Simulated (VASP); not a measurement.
Wanted: the native input for a VASP 6.6.1 run.

```
Task                   : relaxation of shape and atoms at fixed volume
Functional             : PBE
Potentials or basis    : VASP PAW PBE potentials, release 64 (Mn_pv, O)
Cutoff                 : 600 eV
k mesh                 : 10 × 10 × 6
Occupations            : gaussian, width 0.05 eV
Spin                   : collinear spin
Starting moments       : [3.15, -0.15, -0.15] μB
Hubbard terms          : Mn d U = 3.9 eV
Dipole correction      : no
Further INCAR settings : ALGO = Normal; EDIFF = 1e-06; IBRION = 2; EDIFFG = -0.01; NSW = 60; ISIF = 4
```

The structure of MnO2 lies in POSCAR:

```
MnO2
1.0
    2.9240253905      0.0000000000      0.0000000000
   -1.4620126953      2.5322802695      0.0000000000
    0.0000000000      0.0000000000      5.1678863889
Mn O
1 2
Direct
    0.0000000000      0.0000000000      0.0000000000
    0.3333333333      0.6666666667      0.1846738599
    0.6666666667      0.3333333333      0.8153261401
```

One way to write it, as run:

INCAR

```
SYSTEM = MnO2
PREC = Accurate
ENCUT = 600
EDIFF = 1E-6
ISMEAR = 0
SIGMA = 0.05
LREAL = .FALSE.
LASPH = .TRUE.
NELM = 150
ALGO = Normal
ISIF = 4
LWAVE = .FALSE.
LCHARG = .FALSE.
ISPIN = 2
MAGMOM = 3.15 -0.15 -0.15
LORBIT = 11
LMAXMIX = 4
LDAU = .TRUE.
LDAUTYPE = 2
LDAUL = 2 -1
LDAUU = 3.9 0
LDAUJ = 0 0
LDAUPRINT = 1
GGA = PE
IBRION = 2
NSW = 60
EDIFFG = -0.01
```

KPOINTS

```
regular mesh
0
G
  10 10 6
  0 0 0
```

Potentials or basis: VASP PAW PBE potentials, release 64 (Mn_pv, O).

Launch:

```sh
$ cat potpaw_PBE.64/Mn_pv/POTCAR potpaw_PBE.64/O/POTCAR > POTCAR
$ mpirun -np 1 vasp_std > vasp.out
```

Results of the run:

```
Energy gained by relaxing                             : 0.1 meV/atom
Ionic steps                                           : 8
Pressure after relaxing                               : -0.1 GPa
Largest force after relaxing                          : 0.004 eV/Å
Band gap on the k mesh                                : 1.78 eV (least direct gap 1.96 eV)
Net moment                                            : 3.00 μB per cell
Site moments                                          : Mn +3.24; O -0.13 μB
Valence electrons inside the program's atomic spheres : Mn 11.59; O 4.98
```

Caveat: a cell with one magnetic atom can't hold antiferromagnetic order, which such compounds often take.

Run time: 2.5 min on 1 thread of AMD EPYC 9R45 96-Core Processor (Zen 5), with other jobs on the host, peak memory 0.21 GiB.
